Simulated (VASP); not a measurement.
# MgS (I4/mmm) in VASP: further runs

MgS is run at these levels: LDA; tasks: single point.

All numbers are computed with VASP 6.6.1; they aren't measurements. Logs are shortened: lines on timing, memory, paths and dates and some standing lists are left out, and cuts for length are marked.

## (1) The cell of the first run

The structure is tetragonal, space group I4/mmm (No. 139). Conventional cell: a = 3.644 Å, b = 3.644 Å, c = 5.113 Å, α = 90.00°, β = 90.00°, γ = 90.00°. Within 3.4 Å of Mg (site symmetry 4/mmm) lie 6 S at 2.56 to 2.58 Å. S (site symmetry 4/mmm) has 6 Mg at 2.56 to 2.58 Å within 3.4 Å.

## (2) Single point, LDA (in-plane strain +0.005)

The input, INCAR:

```
SYSTEM = MgS
  PREC = Accurate
  ENCUT = 520
  EDIFF = 1E-6
  ISMEAR = 0
  SIGMA = 0.01
  LREAL = .FALSE.
  LASPH = .TRUE.
  NELM = 80
  ALGO = Normal
  ISIF = 2
  LWAVE = .FALSE.
  LCHARG = .FALSE.
  GGA = CA
  NBANDS = 11
```

The input, KPOINTS:

```
regular mesh
0
G
  8 8 8
  0 0 0
```

The input, POSCAR:

```
MgS
1.0
    2.5770033424      2.5770033424      0.0000000000
   -2.5770033424      2.5770033424      0.0000000000
    0.0000000000      2.5770033424      2.5564898829
Mg S
1 1
Direct
    0.0000000000      0.0000000000      0.0000000000
    0.5000000000      0.5000000000      0.0000000000
```

Potentials or basis: VASP PAW LDA potentials, release 64 (Mg, S).

Started as:

```console
> cat potpaw_LDA.64/Mg/POTCAR potpaw_LDA.64/S/POTCAR > POTCAR
> mpirun -np 1 vasp_std > vasp.out
```

OUTCAR:

```text
SYSTEM = MgS
   PREC = Accurate
   ENCUT = 520
   EDIFF = 1E-6
   ISMEAR = 0
   LREAL = .FALSE.
   LASPH = .TRUE.
   NELM = 80
   ISIF = 2
   GGA = CA

 ion  position               nearest neighbor table
   1  0.000  0.000  0.000-   2 2.56   2 2.56   2 2.58   2 2.58   2 2.58   2 2.58
   2  0.500  0.500  0.000-   1 2.56   1 2.56   1 2.58   1 2.58   1 2.58   1 2.58

  LATTYP: Found a body centered tetragonal cell.
 ALAT       =     3.6444330771
 C/A-ratio  =     1.4029561409

  Lattice vectors:

 A1 = (   2.5770033424,   0.0000000000,  -2.5564898829)
 A2 = (  -2.5770033424,   0.0000000000,  -2.5564898829)
 A3 = (   0.0000000000,   2.5770033424,   2.5564898829)

Analysis of symmetry for initial positions (statically):
=====================================================================
 Subroutine PRICEL returns:
 Original cell was already a primitive cell.

 Routine SETGRP: Setting up the symmetry group for a
 body centered tetragonal supercell.

 Subroutine GETGRP returns: Found 16 space group operations
 (whereof 16 operations were pure point group operations)
 out of a pool of 16 trial point group operations.

The static configuration has the point symmetry D_4h.

Analysis of symmetry for dynamics (positions and initial velocities):
=====================================================================
 Subroutine PRICEL returns:
 Original cell was already a primitive cell.

 Routine SETGRP: Setting up the symmetry group for a
 body centered tetragonal supercell.

 Subroutine GETGRP returns: Found 16 space group operations
 (whereof 16 operations were pure point group operations)
 out of a pool of 16 trial point group operations.

The dynamic configuration has the point symmetry D_4h.

 Subroutine INISYM returns: Found 16 space group operations
 (whereof 16 operations are pure point group operations),
 and found     1 'primitive' translations

----------------------------------------------------------------------------------------

                                     Primitive cell

  volume of cell :      33.9550

  direct lattice vectors                    reciprocal lattice vectors
     2.577003342  2.577003342  0.000000000     0.194023807  0.194023807 -0.195580668
    -2.577003342  2.577003342  0.000000000    -0.194023807  0.194023807 -0.195580668
     0.000000000  2.577003342  2.556489883     0.000000000  0.000000000  0.391161337

  length of vectors
     3.644433077  3.644433077  3.629956852     0.336960344  0.336960344  0.391161337

  position of ions in fractional coordinates (direct lattice)
     0.000000000  0.000000000  0.000000000
     0.500000000  0.500000000  0.000000000

[... 82 lines left out ...]
   ISIF   =      2    stress and relaxation
   ISYM   =      2    0-nonsym 1-usesym 2-fastsym
   POTIM  = 0.5000    time-step for ionic-motion
   TEBEG  =    0.0;   TEEND  =   0.0 temperature during run
   PSTRESS=    0.0 pullay stress
   NELECT =       8.0000    total number of electrons
   NUPDOWN=      -1.0000    fix difference up-down
   EMIN   =  10.00;   EMAX   =-10.00  energy-range for DOS
   EFERMI =   0.00;   METHOD = LEGACY
   ISMEAR =     0;   SIGMA  =   0.01  broadening in eV -4-tet -1-fermi 0-gaus
   EFERMI_NEDOS =   21; number of points for ismear=-14 and -15
   IALGO  =     38    algorithm
   IMIX   =      4    mixing-type and parameters
     AMIX     =   0.40;   BMIX     =  1.00
     AMIX_MAG =   1.60;   BMIX_MAG =  1.00
  volume/ion in A,a.u.               =      16.98       114.57
  Fermi-wavevector in a.u.,A,eV,Ry     =   1.011122  1.910743 13.910152  1.022367
  Thomas-Fermi vector in A             =   2.144152
   LORBIT       =      0    0 simple, 1 ext, 2 COOP (PROOUT), +10 PAW based schemes
   GGA     = CA    functional components
   LHFCALC =     F    Hartree Fock is set to
   AEXX    =    0.0000 exact exchange contribution
   IVDW    =     0    specifies the selected vdW correction
   LEPSILON=     F    determine dielectric tensor
   LRPA    =     F    only Hartree local field effects (RPA)
 non-spin polarized calculation
 Gauss-broadening in eV      SIGMA  =   0.01
  energy-cutoff  :      520.00
  volume of cell :       33.96
 maximum number of plane-waves:       934
   NGX = 13   NGY = 13   NGZ = 13

 number of electron       7.9999999 magnetization

 Free energy of the ion-electron system (eV)
  ---------------------------------------------------
  ext. energy  EPLUGINS =         0.00000000
  ---------------------------------------------------
  free energy    TOTEN  =        -9.59038947 eV

  energy without entropy =       -9.59038947  energy(sigma->0) =       -9.59038947

 E-fermi :   3.9870     XC(G=0): -10.1390

 val. band max:        3.9280415880   @ k =   0.0000   0.0000   0.0000
 cond. band min:       6.5225124786   @ k =   0.0000   0.0000   0.5000
 fundamental gap:      2.5944708906
 Fermi energy:         3.9870103655

 k-point     1 :       0.0000    0.0000    0.0000
  band No.  band energies     occupation
      1      -8.9389      2.00000
      2       3.8919      2.00000
      3       3.9280      2.00000
      4       3.9280      2.00000
      5       7.7013      0.00000
      6      11.6999      0.00000
      7      11.6999      0.00000
      8      11.7845      0.00000
      9      14.1627      0.00000
     10      14.2759      0.00000
     11      16.3556      0.00000
[... 309 lines left out ...]
 k-point    24 :       0.3750    0.0000    0.1250
  band No.  band energies     occupation
      1      -8.0392      2.00000
      2       0.4487      2.00000
      3       2.6127      2.00000
      4       3.5489      2.00000
      5       9.5422      0.00000
      6      10.9837      0.00000
      7      11.4407      0.00000
      8      12.0962      0.00000
      9      13.7258      0.00000
     10      16.7177      0.00000
     11      16.9709      0.00000

 [... further k-points ...]
[... 5 lines left out ...]
  --------------------------------------------------------------------------------------
  -------------------------------------------------------------------------------------
  Total       -0.3030053     -0.3030053     -0.1030045      0.0000000      0.0000000      0.0000000
  in kB      -14.2973898    -14.2973898     -4.8602967      0.0000000      0.0000000      0.0000000
  external PRESSURE =     -11.1516921 kB  Pullay stress =       0.0000000 kB

 VOLUME and BASIS-vectors are now :
 -----------------------------------------------------------------------------
  energy-cutoff  :      520.00
  volume of cell :       33.96
      direct lattice vectors                 reciprocal lattice vectors
     2.577003342  2.577003342  0.000000000     0.194023807  0.194023807 -0.195580668
    -2.577003342  2.577003342  0.000000000    -0.194023807  0.194023807 -0.195580668
     0.000000000  2.577003342  2.556489883     0.000000000  0.000000000  0.391161337

 POSITION                                       TOTAL-FORCE (eV/Angst)
 -----------------------------------------------------------------------------------
      0.00000      0.00000      0.00000        -0.000000     -0.000000      0.000000
      0.00000      2.57700      0.00000         0.000000      0.000000      0.000000
 -----------------------------------------------------------------------------------
    total drift:                               -0.000000      0.000000     -0.000000

  FREE ENERGIE OF THE ION-ELECTRON SYSTEM (eV)
  ---------------------------------------------------
  free  energy   TOTEN  =        -9.5903894663 eV

  energy  without entropy=       -9.5903894663  energy(sigma->0) =       -9.59038947
```

OSZICAR:

```text
N       E                     dE             d eps       ncg     rms          rms(c)
DAV:   1     0.195226712694E+02    0.19523E+02   -0.36635E+03  1386   0.596E+02
DAV:   2    -0.872201714251E+01   -0.28245E+02   -0.27039E+02  1641   0.101E+02
DAV:   3    -0.100087131010E+02   -0.12867E+01   -0.12843E+01  1558   0.223E+01
DAV:   4    -0.100162539815E+02   -0.75409E-02   -0.75398E-02  1593   0.205E+00
DAV:   5    -0.100163178020E+02   -0.63820E-04   -0.63820E-04  1603   0.189E-01    0.458E+00
DAV:   6    -0.964390033406E+01    0.37242E+00   -0.80036E-01  1516   0.348E+00    0.353E+00
DAV:   7    -0.959551346978E+01    0.48387E-01   -0.19448E-01  1550   0.183E+00    0.218E+00
DAV:   8    -0.959075823819E+01    0.47552E-02   -0.11777E-02  1451   0.595E-01    0.843E-01
DAV:   9    -0.959042011078E+01    0.33813E-03   -0.64169E-04  1517   0.130E-01    0.369E-01
DAV:  10    -0.959039732122E+01    0.22790E-04   -0.53274E-05  1557   0.357E-02    0.161E-01
DAV:  11    -0.959038939950E+01    0.79217E-05   -0.37979E-05  1541   0.261E-02    0.162E-02
DAV:  12    -0.959038946631E+01   -0.66814E-07   -0.47405E-07   910   0.483E-03
   1 F= -.95903895E+01 E0= -.95903895E+01  d E =-.174331E-19
```

It took 22 s on 1 thread of Intel Xeon Platinum 8375C at 2.90GHz (Ice Lake), shared host; peak memory 0.15 GiB.

What came out:

```yaml
Free_energy: -9.5904 eV
Pressure: -1.1 GPa
Band_gap_on_the_k_mesh: 2.59 eV, indirect (least direct gap 3.77 eV)
```

Stress tensor (GPa, compression positive):
```
-1.43  0.00  0.00
 0.00 -1.43  0.00
 0.00  0.00 -0.49
```

Caveat: the cell differs from its parent crystal (in-plane strain +0.005).

## (3) Single point, LDA (in-plane strain +0.01, then relaxed in part)

The input, INCAR:

```
PREC = Accurate
ENCUT = 520
EDIFF = 1E-6
ISMEAR = 0
SIGMA = 0.01
LREAL = F
LASPH = T
NELM = 60
ALGO = Normal
ISIF = 2
LWAVE = F
LCHARG = T
LELF = T
LVHAR = T
NBANDS = 11
```

The input, KPOINTS:

```
Automatic mesh
0
Gamma
  8 8 8
```

The input, POSCAR:

```
MgS
1.0
    2.5898242545      2.5898242545      0.0000000000
   -2.5898242545      2.5898242545      0.0000000000
    0.0000000000      2.5898242545      2.5515793629
Mg S
1 1
Direct
    0.0000000000      0.0000000000      0.0000000000
    0.5000000000      0.5000000000      0.0000000000
```

Potentials or basis: VASP PAW LDA potentials, release 64 (Mg, S).

Started as:

```console
> cat potpaw_LDA.64/Mg/POTCAR potpaw_LDA.64/S/POTCAR > POTCAR
> mpirun -np 1 vasp_std > vasp.out
```

It took 28 s on 1 thread of Intel Xeon Platinum 8375C at 2.90GHz (Ice Lake), shared host; peak memory 0.15 GiB.

Results (log left out):

```yaml
Free_energy: -9.5868 eV
Pressure: -1.7 GPa
Band_gap_on_the_k_mesh: 2.54 eV, indirect (least direct gap 3.70 eV)
```

Stress tensor (GPa, compression positive):
```
-2.29  0.00  0.00
 0.00 -2.29  0.00
 0.00  0.00 -0.59
```

Levels at points of the mesh, in eV from the valence-band top:
```
           k point  band 1  band 2  band 3  band 4  band 5  band 6  band 7  band 8  band 9
(0.00, 0.00, 0.00)  -12.83   -0.07    0.00    0.00    3.70    7.74    7.74    7.90   10.17
(0.50, 0.00, 0.00)  -11.42   -5.08   -0.67   -0.63    4.39    6.67    6.84   10.13   12.08
(0.50, 0.50, 0.00)  -11.04   -4.43   -1.84   -1.71    2.63    4.16   12.00   12.80   13.18
(0.00, 0.00, 0.50)  -10.98   -4.41   -1.84   -1.84    2.54    4.10   12.15   12.84   13.30
```

Caveat: the cell differs from its parent crystal (in-plane strain +0.01, then relaxed in part). A k mesh can miss the band edges.

## (4) Single point, LDA (in-plane strain +0.01)

The input, INCAR:

```
SYSTEM = MgS
PREC     = Accurate       ! precision mode
ENCUT    = 520            ! plane-wave cutoff, eV
EDIFF    = 1E-6           ! SCF threshold, eV
ISMEAR   = 0              ! smearing method
SIGMA    = 0.01           ! smearing width, eV
LREAL    = .False.        ! projectors in reciprocal space
LASPH    = .True.         ! aspherical terms in the spheres
NELM     = 60             ! most SCF steps
ALGO     = Normal         ! electronic algorithm
ISIF     = 2              ! what is computed and relaxed
LWAVE    = .False.        ! write WAVECAR
LCHARG   = .False.        ! write CHGCAR
NBANDS   = 11             ! bands
```

The input, KPOINTS:

```
regular mesh
0
Gamma
  8 8 8
  0 0 0
```

POSCAR: that of step 3 with these lines changed.

```diff
@@ -4,3 +4,3 @@
    -2.5898242545      2.5898242545      0.0000000000
-    0.0000000000      2.5898242545      2.5515793629
+    0.0000000000      2.5898242545      2.5487973356
 Mg S
```

Started as:

```console
> cat potpaw_LDA.64/Mg/POTCAR potpaw_LDA.64/S/POTCAR > POTCAR
> mpirun -np 1 vasp_std > vasp.out
```

Wall time 29 s (1 thread of Intel Xeon Platinum 8375C at 2.90GHz (Ice Lake), shared host); peak memory 0.15 GiB.

It converged, with:

| Item | Value |
| --- | --- |
| Free energy | -9.5869 eV |
| Pressure | -1.6 GPa |
| Band gap on the k mesh | 2.54 eV, indirect (least direct gap 3.70 eV) |

Stress tensor (GPa, compression positive):
```
-2.24  0.00  0.00
 0.00 -2.24  0.00
 0.00  0.00 -0.40
```

Levels at points of the mesh, in eV from the valence-band top:
| k point | band 1 | band 2 | band 3 | band 4 | band 5 | band 6 | band 7 | band 8 | band 9 |
| --- | --- | --- | --- | --- | --- | --- | --- | --- | --- |
| (0.00, 0.00, 0.00) | -12.84 | -0.07 | 0.00 | 0.00 | 3.70 | 7.74 | 7.74 | 7.91 | 10.16 |
| (0.50, 0.00, 0.00) | -11.43 | -5.09 | -0.68 | -0.63 | 4.39 | 6.67 | 6.85 | 10.14 | 12.09 |
| (0.50, 0.50, 0.00) | -11.04 | -4.44 | -1.84 | -1.70 | 2.63 | 4.16 | 12.00 | 12.80 | 13.18 |
| (0.00, 0.00, 0.50) | -10.98 | -4.42 | -1.85 | -1.85 | 2.54 | 4.10 | 12.17 | 12.84 | 13.30 |

Caveat: the cell differs from its parent crystal (in-plane strain +0.01). A k mesh can miss the band edges.

## (5) Single point, LDA (film at in-plane strain +0.01)

The input, INCAR:

```
SYSTEM = MgS
  ALGO = Normal
  EDIFF = 1E-7
  ENCUT = 520
  GGA = CA
  ISIF = 2
  ISMEAR = 0
  LASPH = .True.
  LCHARG = .False.
  LREAL = .False.
  LWAVE = .False.
  NBANDS = 11
  NELM = 80
  PREC = Accurate
  SIGMA = 0.01
```

The input, KPOINTS:

```
k-points
0
Gamma
  8 8 8
  0 0 0
```

POSCAR: that of step 4 with these lines changed.

```diff
@@ -4,3 +4,3 @@
    -2.5898242545      2.5898242545      0.0000000000
-    0.0000000000      2.5898242545      2.5487973356
+    0.0000000000      2.5898242545      2.5515793629
 Mg S
```

Started as:

```console
> cat potpaw_LDA.64/Mg/POTCAR potpaw_LDA.64/S/POTCAR > POTCAR
> mpirun -np 1 vasp_std > vasp.out
```

It took 10 s on 1 thread of Intel Xeon Platinum 8488C (Sapphire Rapids), shared host; peak memory 0.15 GiB.

Results (log left out):

```yaml
Free_energy: -9.5868 eV
Pressure: -1.7 GPa
Band_gap_on_the_k_mesh: 2.54 eV, indirect (least direct gap 3.70 eV)
```

Stress tensor (GPa, compression positive):
```
-2.29  0.00  0.00
 0.00 -2.29  0.00
 0.00  0.00 -0.59
```

Levels at points of the mesh, in eV from the valence-band top:
| k point | band 1 | band 2 | band 3 | band 4 | band 5 | band 6 | band 7 | band 8 |
| --- | --- | --- | --- | --- | --- | --- | --- | --- |
| (0.00, 0.00, 0.00) | -12.83 | -0.07 | 0.00 | 0.00 | 3.70 | 7.74 | 7.74 | 7.90 |
| (0.50, 0.00, 0.00) | -11.42 | -5.08 | -0.67 | -0.63 | 4.39 | 6.67 | 6.84 | 10.13 |
| (0.50, 0.50, 0.00) | -11.04 | -4.43 | -1.84 | -1.71 | 2.63 | 4.16 | 12.00 | 12.80 |
| (0.00, 0.00, 0.50) | -10.98 | -4.41 | -1.84 | -1.84 | 2.54 | 4.10 | 12.15 | 12.84 |

Caveat: the cell differs from its parent crystal (film at in-plane strain +0.01). A k mesh can miss the band edges.

## (6) Single point, LDA (in-plane strain +0.02, then relaxed in part)

The input, INCAR:

```
  ALGO = Normal
  EDIFF = 1E-7
  ENCUT = 520
  GGA = CA
  ISIF = 2
  ISMEAR = 0
  LASPH = T
  LCHARG = F
  LREAL = F
  LWAVE = F
  NBANDS = 11
  NELM = 100
  PREC = Accurate
  SIGMA = 0.01
```

The input, KPOINTS:

```
k-points
0
Gamma
  8 8 8
```

The input, POSCAR:

```
MgS
1.0
    2.6154660788      2.6154660788      0.0000000000
   -2.6154660788      2.6154660788      0.0000000000
    0.0000000000      2.6154660788      2.5387579256
Mg S
1 1
Direct
    0.0000000000      0.0000000000      0.0000000000
    0.5000000000      0.5000000000      0.0000000000
```

Potentials or basis: VASP PAW LDA potentials, release 64 (Mg, S).

Started as:

```console
> cat potpaw_LDA.64/Mg/POTCAR potpaw_LDA.64/S/POTCAR > POTCAR
> mpirun -np 1 vasp_std > vasp.out
```

Run time: 10 s. Hardware: 1 thread of Intel Xeon Platinum 8488C (Sapphire Rapids), shared host; peak memory 0.15 GiB.

It converged, with:

| Item | Value |
| --- | --- |
| Free energy | -9.5746 eV |
| Pressure | -2.7 GPa |
| Band gap on the k mesh | 2.45 eV, indirect (least direct gap 3.56 eV) |

Stress tensor (GPa, compression positive):
```
-3.79  0.00  0.00
 0.00 -3.79  0.00
 0.00  0.00 -0.58
```

Levels at points of the mesh, in eV from the valence-band top:
```csv
k point,band 2,band 3,band 4,band 5,band 6,band 7
"(0.00, 0.00, 0.00)",-0.14,0.00,0.00,3.56,7.69,7.69
"(0.50, 0.00, 0.00)",-5.03,-0.70,-0.62,4.34,6.55,6.90
"(0.50, 0.50, 0.00)",-4.38,-1.87,-1.61,2.60,4.21,11.77
"(0.00, 0.00, 0.50)",-4.34,-1.88,-1.88,2.45,4.09,12.09
```

Caveat: the cell differs from its parent crystal (in-plane strain +0.02, then relaxed in part). A k mesh can miss the band edges.

## (7) The runs side by side

| cell | gap on the mesh (eV) | pressure (GPa) |
| --- | --- | --- |
| a = 3.644, b = 3.644, c = 3.630 Å, angles 59.9, 59.9, 90.0°, 2 atoms | 2.59 | -1.1 |
| a = 3.663, b = 3.663, c = 3.636 Å, angles 59.8, 59.8, 90.0°, 2 atoms | 2.54 | -1.7 |
| a = 3.663, b = 3.663, c = 3.634 Å, angles 59.7, 59.7, 90.0°, 2 atoms | 2.54 | -1.6 |
| a = 3.699, b = 3.699, c = 3.645 Å, angles 59.5, 59.5, 90.0°, 2 atoms | 2.45 | -2.7 |

Alike in all rows: task single point; level LDA; potentials or basis VASP PAW LDA potentials, release 64 (Mg, S); no spin polarisation; k mesh 8 × 8 × 8; cutoff (eV) 520; smearing gaussian 0.01 eV.

Total energies depend on the potentials used, so only differences within one code and one set of settings carry meaning.
